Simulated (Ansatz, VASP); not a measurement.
## In3GaP4: VASP beside Ansatz

POSCAR

```
In3GaP4
1.0
   -2.8968491871      2.8968491871      5.7840335679
    2.8968491871     -2.8968491871      5.7840335679
    2.8968491871      2.8968491871     -5.7840335679
Ga P In
1 4 3
Direct
    0.0000000000      0.0000000000      0.0000000000
    0.3558855512      0.3558855512      0.4726534091
    0.1167678579      0.6441144488      0.0000000000
    0.8832321421      0.8832321421      0.5273465909
    0.6441144488      0.1167678579      0.0000000000
    0.7500000000      0.2500000000      0.5000000000
    0.5000000000      0.5000000000      0.0000000000
    0.2500000000      0.7500000000      0.5000000000
```

Contents of INCAR.step1:

```
SYSTEM = In3GaP4
  PREC = Accurate
  ENCUT = 520
  ISMEAR = 0
  SIGMA = 0.01
  LREAL = .False.
  LASPH = .True.
  NELM = 100
  NBANDS = 46
  GGA = PE
  ALGO = Normal
  EDIFF = 1E-4
  LWAVE = .True.
  LCHARG = .False.
```

Contents of INCAR.step2:

```
SYSTEM = In3GaP4
  PREC = Accurate
  ENCUT = 520
  EDIFF = 1E-6
  ISMEAR = 0
  SIGMA = 0.01
  LREAL = .False.
  LASPH = .True.
  NELM = 100
  ALGO = Normal
  ISIF = 2
  LWAVE = .False.
  LCHARG = .False.
  METAGGA = R2SCAN
  LMIXTAU = .True.
  NBANDS = 46
  ISTART = 1
```

The input KPOINTS:

```
regular mesh
0
Gamma
  6 6 6
  0 0 0
```

Input for Ansatz:

```yaml
crystal:
  lattice:
    - [-2.8968491871, 2.8968491871, 5.7840335679]
    - [2.8968491871, -2.8968491871, 5.7840335679]
    - [2.8968491871, 2.8968491871, -5.7840335679]
  atoms:
    - { symbol: Ga, position: [0.0, 0.0, 0.0] }
    - { symbol: P, position: [0.3558855512, 0.3558855512, 0.4726534091] }
    - { symbol: In, position: [0.75, 0.25, 0.5] }
    - { symbol: P, position: [0.1167678579, 0.6441144488, 0.0] }
    - { symbol: In, position: [0.5, 0.5, 0.0] }
    - { symbol: P, position: [0.8832321421, 0.8832321421, 0.5273465909] }
    - { symbol: In, position: [0.25, 0.75, 0.5] }
    - { symbol: P, position: [0.6441144488, 0.1167678579, 0.0] }
kpoints:
  mp_grid: { grid: [6, 6, 6] }
  band_path:
    path:
      - [0.0, 0.0, 0.0]
      - [0.0, 0.0, 0.5]
      - [0.25, 0.25, 0.25]
      - [0.0, 0.5, 0.0]
      - [0.5, 0.5, -0.5]
      - [0.3127090427, 0.6872909573, -0.3127090427]
      - [-0.3127090427, 0.3127090427, 0.3127090427]
      - [-0.1254180854, 0.1254180854, 0.5]
      - [0.5, 0.5, -0.1254180854]
    npoints: 1
hamiltonian:
  xc: r2scan
scf:
  occupations: { method: fixed }
  n_extra_bands: 6
output:
  forces: true
  stress: true
  eigenvalues: true
```

Alike in both runs: task single point; functional r2SCAN; k mesh 6 × 6 × 6; no spin polarisation.

|  | VASP | Ansatz |
| --- | --- | --- |
| version | VASP 6.6.1 | Ansatz 0.2.0 |
| potentials or method | VASP PAW PBE potentials, release 64 (Ga_d, P, In_d) | plane waves, PAW |
| plane-wave cutoff (eV) | 520 | 500 |
| occupations | gaussian, width 0.01 eV | fixed |
| valence electrons in the cell | 72 | 72 |

VASP gave:

```
gap on the k mesh at the Fermi level (eV) : 1.25
pressure (GPa)                            : -0.1
```

Question: Estimate Ansatz's values.

Answer: gap on the k mesh at the Fermi level (eV): 1.25; pressure (GPa): 0.0.

VASP's potentials were made for PBE, not for r2SCAN.
